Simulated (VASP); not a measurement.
A run of VASP 6.6.1 is set up as follows.

The input INCAR:

```
SYSTEM = NiO
  ALGO = Normal
  EDIFF = 1E-6
  ENCUT = 700
  GGA = PE
  GGA_COMPAT = .FALSE.
  ISIF = 2
  ISMEAR = -1
  ISPIN = 2
  LASPH = .TRUE.
  LCHARG = .TRUE.
  LELF = .TRUE.
  LMAXMIX = 4
  LORBIT = 11
  LREAL = .FALSE.
  LVHAR = .TRUE.
  LWAVE = .FALSE.
  MAGMOM = 1 0
  NBANDS = 23
  NELM = 200
  NUPDOWN = 1.0
  PREC = Accurate
  SIGMA = 0.05
```

File KPOINTS:

```
k-points
0
G
  9 9 9
  0 0 0
```

POSCAR

```
NiO
1.0
    0.0000000000      2.0913095100      2.0913095100
    2.0913095100      0.0000000000      2.0913095100
    2.0913095100      2.0913095100      0.0000000000
Ni O
1 1
Direct
    0.0000000000      0.0000000000      0.0000000000
    0.5000000000      0.5000000000      0.5000000000
```

Potentials or basis: VASP PAW PBE potentials, release 64 (Ni_sv_GW, O).

The run is started by

```console
$ cat potpaw_PBE.64/Ni_sv_GW/POTCAR potpaw_PBE.64/O/POTCAR > POTCAR
$ mpirun -np 1 vasp_std > vasp.out
```

Task: What does it give for the pressure?

Result: -2.0 GPa.

Caveat: the total moment is fixed, so each spin has its own Fermi level and the state may be an excited one; a cell with one magnetic atom can't hold antiferromagnetic order, which such compounds often take.
